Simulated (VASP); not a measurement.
# AgI (F-43m) in VASP: a series of runs

AgI is run at these levels: PBE, r2SCAN; tasks: single point.

All numbers are computed with VASP 6.6.1; they aren't measurements. Logs are shortened: lines on timing, memory, paths and dates and some standing lists are left out, and cuts for length are marked.

### Step 1. The cell of the first run

It takes space group F-43m (No. 216, cubic). The conventional cell has a = 6.577 Å, b = 6.577 Å, c = 6.577 Å, α = 90.00°, β = 90.00°, γ = 90.00°. Ag (site symmetry -43m) has 4 I at 2.85 Å within 3.8 Å. Within 3.8 Å of I (site symmetry -43m) lie 4 Ag at 2.85 Å.

### Step 2. Single point, PBE

The input, INCAR:

```
SYSTEM = AgI
PREC     = Accurate       ! precision mode
ENCUT    = 500            ! plane-wave cutoff, eV
EDIFF    = 1E-6           ! SCF threshold, eV
ISMEAR   = 0              ! smearing method
SIGMA    = 0.01           ! smearing width, eV
LREAL    = .False.        ! projectors in reciprocal space
LASPH    = .True.         ! aspherical terms in the spheres
NELM     = 120            ! most SCF steps
ALGO     = Normal         ! electronic algorithm
ISIF     = 2              ! what is computed and relaxed
LWAVE    = .False.        ! write WAVECAR
LCHARG   = .False.        ! write CHGCAR
GGA      = PE             ! functional
NBANDS   = 16             ! bands
GGA_COMPAT= .False.
```

The input, KPOINTS:

```
Automatic mesh
0
Gamma
  4 4 4
  0 0 0
```

The input, POSCAR:

```
AgI
1.0
    0.0000000000      3.2885749494      3.2885749494
    3.2885749494      0.0000000000      3.2885749494
    3.2885749494      3.2885749494      0.0000000000
Ag I
1 1
Direct
    0.0000000000      0.0000000000      0.0000000000
    0.2500000000      0.2500000000      0.2500000000
```

Potentials or basis: VASP PAW PBE potentials, release 64 (Ag, I).

Started as:

```bash
$ cat potpaw_PBE.64/Ag/POTCAR potpaw_PBE.64/I/POTCAR > POTCAR
$ mpirun -np 1 vasp_std > vasp.out
```

OUTCAR:

```text
SYSTEM = AgI
   PREC = Accurate
   ENCUT = 500
   EDIFF = 1E-6
   ISMEAR = 0
   LREAL = .False.
   LASPH = .True.
   NELM = 120
   ISIF = 2
   GGA = PE

 ion  position               nearest neighbor table
   1  0.000  0.000  0.000-   2 2.85   2 2.85   2 2.85   2 2.85
   2  0.250  0.250  0.250-   1 2.85   1 2.85   1 2.85   1 2.85

  LATTYP: Found a face centered cubic cell.
 ALAT       =     6.5771498988

  Lattice vectors:

 A1 = (   0.0000000000,   3.2885749494,   3.2885749494)
 A2 = (   3.2885749494,   0.0000000000,   3.2885749494)
 A3 = (   3.2885749494,   3.2885749494,   0.0000000000)

Analysis of symmetry for initial positions (statically):
=====================================================================
 Subroutine PRICEL returns:
 Original cell was already a primitive cell.

 Routine SETGRP: Setting up the symmetry group for a
 face centered cubic supercell.

 Subroutine GETGRP returns: Found 24 space group operations
 (whereof 24 operations were pure point group operations)
 out of a pool of 48 trial point group operations.

The static configuration has the point symmetry T_d .

Analysis of symmetry for dynamics (positions and initial velocities):
=====================================================================
 Subroutine PRICEL returns:
 Original cell was already a primitive cell.

 Routine SETGRP: Setting up the symmetry group for a
 face centered cubic supercell.

 Subroutine GETGRP returns: Found 24 space group operations
 (whereof 24 operations were pure point group operations)
 out of a pool of 48 trial point group operations.

The dynamic configuration has the point symmetry T_d .

 Subroutine INISYM returns: Found 24 space group operations
 (whereof 24 operations are pure point group operations),
 and found     1 'primitive' translations

----------------------------------------------------------------------------------------

                                     Primitive cell

  volume of cell :      71.1301

  direct lattice vectors                    reciprocal lattice vectors
     0.000000000  3.288574949  3.288574949    -0.152041540  0.152041540  0.152041540
     3.288574949  0.000000000  3.288574949     0.152041540 -0.152041540  0.152041540
     3.288574949  3.288574949  0.000000000     0.152041540  0.152041540 -0.152041540

  length of vectors
     4.650747294  4.650747294  4.650747294     0.263343672  0.263343672  0.263343672

  position of ions in fractional coordinates (direct lattice)
     0.000000000  0.000000000  0.000000000
     0.250000000  0.250000000  0.250000000

  ion indices of the primitive-cell ions
   primitive index   ion index
                 1           1
                 2           2

----------------------------------------------------------------------------------------

 KPOINTS: Automatic mesh

Automatic generation of k-mesh.
 Grid dimensions read from file:
 generate k-points for:    4    4    4

 Generating k-lattice:

  Cartesian coordinates                     Fractional coordinates (reciprocal lattice)
    -0.038010385  0.038010385  0.038010385     0.250000000  0.000000000  0.000000000
     0.038010385 -0.038010385  0.038010385     0.000000000  0.250000000  0.000000000
     0.038010385  0.038010385 -0.038010385     0.000000000  0.000000000  0.250000000

  Length of vectors
     0.065835918  0.065835918  0.065835918

  Shift w.r.t. Gamma in fractional coordinates (k-lattice)
     0.000000000  0.000000000  0.000000000

 Subroutine IBZKPT returns following result:
 ===========================================

 Found      8 irreducible k-points:

 Following reciprocal coordinates:
            Coordinates               Weight
  0.000000  0.000000  0.000000      1.000000
  0.250000  0.000000  0.000000      8.000000
  0.500000  0.000000  0.000000      4.000000
  0.250000  0.250000  0.000000      6.000000
  0.500000  0.250000  0.000000     24.000000
 -0.250000  0.250000  0.000000     12.000000
  0.500000  0.500000  0.000000      3.000000
 -0.250000  0.500000  0.250000      6.000000
[... 46 lines left out ...]
      2      -1.2744      2.00000
      3      -1.2744      2.00000
      4      -1.2744      2.00000
      5      -0.1938      2.00000
      6      -0.1938      2.00000
[... 8 lines left out ...]
     15      12.7228      0.00000
     16      12.7228      0.00000

 k-point     2 :       0.2500    0.0000    0.0000
  band No.  band energies     occupation
      1      -9.7420      2.00000
      2      -1.3076      2.00000
      3      -1.1888      2.00000
      4      -1.1888      2.00000
      5      -0.1963      2.00000
      6      -0.1963      2.00000
[... 8 lines left out ...]
     15      11.9662      0.00000
     16      12.1463      0.00000

 k-point     3 :       0.5000    0.0000    0.0000
  band No.  band energies     occupation
      1      -9.6078      2.00000
      2      -1.1684      2.00000
      3      -1.1111      2.00000
      4      -1.1111      2.00000
      5      -0.1663      2.00000
      6      -0.1663      2.00000
[... 8 lines left out ...]
     15      13.5255      0.00000
     16      13.5255      0.00000

 k-point     4 :       0.2500    0.2500    0.0000
  band No.  band energies     occupation
      1      -9.6998      2.00000
      2      -1.4288      2.00000
      3      -1.0892      2.00000
      4      -1.0892      2.00000
      5      -0.2491      2.00000
      6      -0.1543      2.00000
[... 8 lines left out ...]
     15      13.0241      0.00000
     16      14.7056      0.00000

 k-point     5 :       0.5000    0.2500    0.0000
  band No.  band energies     occupation
      1      -9.5658      2.00000
      2      -1.3205      2.00000
      3      -0.9728      2.00000
      4      -0.9268      2.00000
      5      -0.1640      2.00000
      6      -0.1519      2.00000
[... 8 lines left out ...]
     15      13.6523      0.00000
     16      14.4053      0.00000

 k-point     6 :      -0.2500    0.2500    0.0000
  band No.  band energies     occupation
      1      -9.6103      2.00000
      2      -1.1648      2.00000
      3      -1.1311      2.00000
      4      -1.0795      2.00000
      5      -0.2183      2.00000
      6      -0.1706      2.00000
[... 8 lines left out ...]
     15      13.0751      0.00000
     16      14.3895      0.00000

 k-point     7 :       0.5000    0.5000    0.0000
  band No.  band energies     occupation
      1      -9.5218      2.00000
      2      -1.5279      2.00000
      3      -0.7966      2.00000
      4      -0.7966      2.00000
      5      -0.1143      2.00000
      6      -0.0826      2.00000
[... 8 lines left out ...]
     15      13.4598      0.00000
     16      14.4865      0.00000

 k-point     8 :      -0.2500    0.5000    0.2500
  band No.  band energies     occupation
      1      -9.5212      2.00000
      2      -1.1998      2.00000
      3      -0.9984      2.00000
      4      -0.8029      2.00000
      5      -0.2517      2.00000
      6       0.0207      2.00000
[... 8 lines left out ...]
     15      14.2798      0.00000
     16      14.2880      0.00000

------------------------ aborting loop because EDIFF is reached ----------------------------------------

  FORCE on cell =-STRESS in cart. coord.  units (eV):
  Direction    XX          YY          ZZ          XY          YZ          ZX
  --------------------------------------------------------------------------------------
  -------------------------------------------------------------------------------------
  Total        0.3231635      0.3231635      0.3231635     -0.0000000      0.0000000      0.0000000
  in kB        7.2791324      7.2791324      7.2791324     -0.0000000      0.0000000      0.0000000
  external PRESSURE =       7.2791324 kB  Pullay stress =       0.0000000 kB

 VOLUME and BASIS-vectors are now :
 -----------------------------------------------------------------------------
  energy-cutoff  :      500.00
  volume of cell :       71.13
      direct lattice vectors                 reciprocal lattice vectors
     0.000000000  3.288574949  3.288574949    -0.152041540  0.152041540  0.152041540
     3.288574949  0.000000000  3.288574949     0.152041540 -0.152041540  0.152041540
     3.288574949  3.288574949  0.000000000     0.152041540  0.152041540 -0.152041540

 POSITION                                       TOTAL-FORCE (eV/Angst)
 -----------------------------------------------------------------------------------
      0.00000      0.00000      0.00000         0.000000      0.000000      0.000000
      1.64429      1.64429      1.64429        -0.000000     -0.000000     -0.000000
 -----------------------------------------------------------------------------------
    total drift:                               -0.000000     -0.000000     -0.000000

  FREE ENERGIE OF THE ION-ELECTRON SYSTEM (eV)
  ---------------------------------------------------
  free  energy   TOTEN  =        -4.7725399445 eV

  energy  without entropy=       -4.7725399445  energy(sigma->0) =       -4.77253994
```

Run time: 19 s. Hardware: 1 thread of Intel Xeon 8259CL, shared host; peak memory 0.2 GiB.

What came out:

```yaml
Free_energy: -4.7725 eV
Pressure: 0.7 GPa
Band_gap_on_the_k_mesh: 1.34 eV, direct
```

Caveat: spin-orbit coupling is left out, which moves the levels of the heavy elements. As with any semilocal functional, this PBE gap is likely too small.

### Step 3. Single point, PBE

The input, INCAR:

```
SYSTEM = AgI
PREC = Accurate ; ENCUT = 500
EDIFF = 1E-6 ; ISMEAR = 0
SIGMA = 0.01 ; LREAL = .FALSE.
LASPH = .TRUE. ; NELM = 120
ALGO = Normal ; ISIF = 2
LWAVE = .FALSE. ; LCHARG = .FALSE.
GGA = PE ; NBANDS = 16
GGA_COMPAT = .FALSE.
```

The input, KPOINTS:

```
Automatic mesh
0
G
  6 6 6
  0 0 0
```

POSCAR is that of step 2.

Potentials or basis: VASP PAW PBE potentials, release 64 (Ag, I).

Started as:

```bash
$ cat potpaw_PBE.64/Ag/POTCAR potpaw_PBE.64/I/POTCAR > POTCAR
$ mpirun -np 1 vasp_std > vasp.out
```

Wall time 31 s (1 thread of Intel Xeon 8259CL, shared host); peak memory 0.21 GiB.

It converged, with:

```
Free energy            : -4.7883 eV
Pressure               : 0.6 GPa
Band gap on the k mesh : 1.34 eV, direct
```

Levels at points of the mesh, in eV from the valence-band top:
```
           k point  band 5  band 6  band 7  band 8  band 9  band 10  band 11  band 12  band 13  band 14
(0.00, 0.00, 0.00)   -2.91   -2.91    0.00    0.00    0.00     1.34     5.82     5.82     5.82     8.90
(0.50, 0.00, 0.00)   -2.89   -2.89   -2.78   -0.67   -0.67     2.78     6.28     6.28     7.15     9.19
(0.50, 0.50, 0.00)   -2.83   -2.80   -2.46   -1.66   -1.66     3.72     3.86     8.38     9.51     9.51
```

Caveat: spin-orbit coupling is left out, which moves the levels of the heavy elements. As with any semilocal functional, this PBE gap is likely too small.

### Step 4. Single point, PBE

The input, INCAR:

```
  PREC = Accurate
  ENCUT = 500
  EDIFF = 1E-6
  ISMEAR = 0
  SIGMA = 0.01
  LREAL = False
  LASPH = True
  NELM = 120
  ALGO = Normal
  ISIF = 2
  LWAVE = False
  LCHARG = False
  GGA = PE
  NBANDS = 16
  GGA_COMPAT = False
```

The input, KPOINTS:

```
regular mesh
0
Gamma
  6 6 6
```

POSCAR is that of step 3.

Started as:

```bash
$ cat potpaw_PBE.64/Ag/POTCAR potpaw_PBE.64/I/POTCAR > POTCAR
$ mpirun -np 1 vasp_std > vasp.out
```

Wall time 30 s (1 thread of Intel Xeon 8259CL, shared host); peak memory 0.21 GiB.

It converged, with:

```
Free energy            : -4.7883 eV
Pressure               : 0.6 GPa
Band gap on the k mesh : 1.34 eV, direct
```

Levels at points of the mesh, in eV from the valence-band top:
```tsv
k point	band 6	band 7	band 8	band 9	band 10	band 11	band 12	band 13
(0.00, 0.00, 0.00)	-2.91	0.00	0.00	0.00	1.34	5.82	5.82	5.82
(0.50, 0.00, 0.00)	-2.89	-2.78	-0.67	-0.67	2.78	6.28	6.28	7.15
(0.50, 0.50, 0.00)	-2.80	-2.46	-1.66	-1.66	3.72	3.86	8.38	9.51
```

Caveat: spin-orbit coupling is left out, which moves the levels of the heavy elements.

### Step 5. Single point, r2SCAN

POSCAR is that of step 4.

The input, INCAR.step1:

```
PREC = Accurate
ENCUT = 550
ISMEAR = 0
SIGMA = 0.01
LREAL = False
LASPH = True
NELM = 120
NBANDS = 16
GGA = PE
ALGO = Normal
EDIFF = 1E-5
LWAVE = True
LCHARG = False
GGA_COMPAT = False
```

The input, INCAR.step2:

```
PREC = Accurate
ENCUT = 550
EDIFF = 1E-6
ISMEAR = 0
SIGMA = 0.01
LREAL = False
LASPH = True
NELM = 120
ALGO = Normal
ISIF = 2
LWAVE = False
LCHARG = False
METAGGA = R2SCAN
LMIXTAU = True
NBANDS = 16
ISTART = 1
GGA_COMPAT = False
```

The input, KPOINTS:

```
regular mesh
0
Gamma
  4 4 4
```

Started as:

```bash
$ cat potpaw_PBE.64/Ag/POTCAR potpaw_PBE.64/I/POTCAR > POTCAR
$ cp INCAR.step1 INCAR
$ mpirun -np 1 vasp_std > vasp.out
$ cp INCAR.step2 INCAR
$ mpirun -np 1 vasp_std > vasp.out
```

It took 2 min on 1 thread of Intel Xeon 8259CL, shared host; peak memory 0.22 GiB.

The run converged. Its results:

| Item | Value |
| --- | --- |
| Free energy | -46.5121 eV |
| Pressure | 0.0 GPa |
| Band gap on the k mesh | 1.79 eV, direct |

Levels at points of the mesh, in eV from the valence-band top:
| k point | band 7 | band 8 | band 9 | band 10 | band 11 | band 12 |
| --- | --- | --- | --- | --- | --- | --- |
| (0.00, 0.00, 0.00) | 0.00 | 0.00 | 0.00 | 1.79 | 6.30 | 6.30 |
| (0.50, 0.00, 0.00) | -2.81 | -0.68 | -0.68 | 3.22 | 6.71 | 6.71 |
| (0.50, 0.50, 0.00) | -2.46 | -1.70 | -1.70 | 3.98 | 4.23 | 8.85 |

Caveat: the PAW data sets were made with another functional, which shifts forces and pressure a little; spin-orbit coupling is left out, which moves the levels of the heavy elements. r2SCAN opens gaps a little over a GGA but as a rule still falls short of measured ones.

### Step 6. Single point, r2SCAN

POSCAR is that of step 5.

The input, INCAR.step1:

```
SYSTEM = AgI
PREC     = Accurate       ! precision mode
ENCUT    = 550            ! plane-wave cutoff, eV
ISMEAR   = 0              ! smearing method
SIGMA    = 0.01           ! smearing width, eV
LREAL    = .FALSE.        ! projectors in reciprocal space
LASPH    = .TRUE.         ! aspherical terms in the spheres
NELM     = 120            ! most SCF steps
NBANDS   = 16             ! bands
GGA      = PE             ! functional
ALGO     = Normal         ! electronic algorithm
EDIFF    = 1E-5           ! SCF threshold, eV
LWAVE    = .TRUE.         ! write WAVECAR
LCHARG   = .FALSE.        ! write CHGCAR
GGA_COMPAT= .FALSE.
```

The input, INCAR.step2:

```
SYSTEM = AgI
PREC     = Accurate       ! precision mode
ENCUT    = 550            ! plane-wave cutoff, eV
EDIFF    = 1E-6           ! SCF threshold, eV
ISMEAR   = 0              ! smearing method
SIGMA    = 0.01           ! smearing width, eV
LREAL    = .FALSE.        ! projectors in reciprocal space
LASPH    = .TRUE.         ! aspherical terms in the spheres
NELM     = 120            ! most SCF steps
ALGO     = Normal         ! electronic algorithm
ISIF     = 2              ! what is computed and relaxed
LWAVE    = .FALSE.        ! write WAVECAR
LCHARG   = .TRUE.         ! write CHGCAR
METAGGA  = R2SCAN         ! meta-GGA
LMIXTAU  = .TRUE.       
LELF     = .TRUE.         ! ELF
LVHAR    = .TRUE.       
NBANDS   = 16             ! bands
ISTART   = 1            
GGA_COMPAT= .FALSE.
```

The input, KPOINTS:

```
regular mesh
0
G
  6 6 6
  0 0 0
```

Potentials or basis: VASP PAW PBE potentials, release 64 (Ag, I).

Started as:

```bash
$ cat potpaw_PBE.64/Ag/POTCAR potpaw_PBE.64/I/POTCAR > POTCAR
$ cp INCAR.step1 INCAR
$ mpirun -np 1 vasp_std > vasp.out
$ cp INCAR.step2 INCAR
$ mpirun -np 1 vasp_std > vasp.out
```

Run time: 2.9 min. Hardware: 1 thread of Intel Xeon 8259CL, shared host; peak memory 0.23 GiB.

The run converged. Its results:

```yaml
Free_energy: -46.5252 eV
Pressure: -0.1 GPa
Band_gap_on_the_k_mesh: 1.79 eV, direct
```

Levels at points of the mesh, in eV from the valence-band top:
| k point | band 7 | band 8 | band 9 | band 10 | band 11 | band 12 |
| --- | --- | --- | --- | --- | --- | --- |
| (0.00, 0.00, 0.00) | 0.00 | 0.00 | 0.00 | 1.79 | 6.31 | 6.31 |
| (0.50, 0.00, 0.00) | -2.81 | -0.68 | -0.68 | 3.22 | 6.71 | 6.71 |
| (0.50, 0.50, 0.00) | -2.46 | -1.70 | -1.70 | 3.98 | 4.23 | 8.85 |

Caveat: the PAW data sets were made with another functional, which shifts forces and pressure a little; spin-orbit coupling is left out, which moves the levels of the heavy elements. r2SCAN opens gaps a little over a GGA but as a rule still falls short of measured ones.

### Step 7. Single point, PBE, non-collinear spin, zero start, spin-orbit coupling

The input, INCAR:

```
SYSTEM = AgI
PREC     = Accurate       ! precision mode
ENCUT    = 500            ! plane-wave cutoff, eV
EDIFF    = 1E-6           ! SCF threshold, eV
ISMEAR   = 0              ! smearing method
SIGMA    = 0.01           ! smearing width, eV
LREAL    = .False.        ! projectors in reciprocal space
LASPH    = .True.         ! aspherical terms in the spheres
NELM     = 200            ! most SCF steps
ALGO     = Normal         ! electronic algorithm
ISIF     = 2              ! what is computed and relaxed
LWAVE    = .False.        ! write WAVECAR
LCHARG   = .False.        ! write CHGCAR
MAGMOM   = 0 0 0 0 0 0    ! initial moments
LORBIT   = 11             ! projections on sites
LSORBIT  = .True.         ! spin-orbit coupling
GGA_COMPAT= .False.      
LORBMOM  = .True.       
LMAXMIX  = 4              ! l up to which the mixer works
GGA      = PE             ! functional
NBANDS   = 30             ! bands
```

The input, KPOINTS:

```
Automatic mesh
0
Gamma
  4 4 4
  0 0 0
```

POSCAR is that of step 6.

Started as:

```bash
$ cat potpaw_PBE.64/Ag/POTCAR potpaw_PBE.64/I/POTCAR > POTCAR
$ mpirun -np 1 vasp_ncl > vasp.out
```

Run time: 1.9 min. Hardware: 1 thread of Intel Xeon 8259CL, shared host; peak memory 0.39 GiB.

It converged, with:

```
Free energy                                           : -4.9253 eV
Pressure                                              : 0.7 GPa
Net moment                                            : 0.00 μB per cell
Valence electrons inside the program's atomic spheres : Ag 9.80; I 4.29
```

Moments on the atoms (μB; x, y, z):
```
Ag  0.00 0.00 0.00
I   0.00 0.00 0.00
```

Caveat: the k points lie up to 0.41 Å⁻¹ apart.

### Step 8. Summary

```csv
level,spin,k mesh,cutoff (eV),gap on the mesh (eV),pressure (GPa)
PBE,off,4 × 4 × 4,500,1.34,0.7
PBE,off,6 × 6 × 6,500,1.34,0.6
r2SCAN,off,4 × 4 × 4,550,1.79,0.0
r2SCAN,off,6 × 6 × 6,550,1.79,-0.1
PBE,"non-collinear, zero start, SOC",4 × 4 × 4,500,-,0.7
```

Alike in all rows: task single point; potentials or basis VASP PAW PBE potentials, release 64 (Ag, I); cell as given; smearing gaussian 0.01 eV.

Caveats: some runs use coarse meshes; spin-orbit coupling is left out, which moves the levels of the heavy elements (some runs); the PAW data sets were made with another functional, which shifts forces and pressure a little (some runs).

Absolute energies hang on the potentials; compare differences alone.
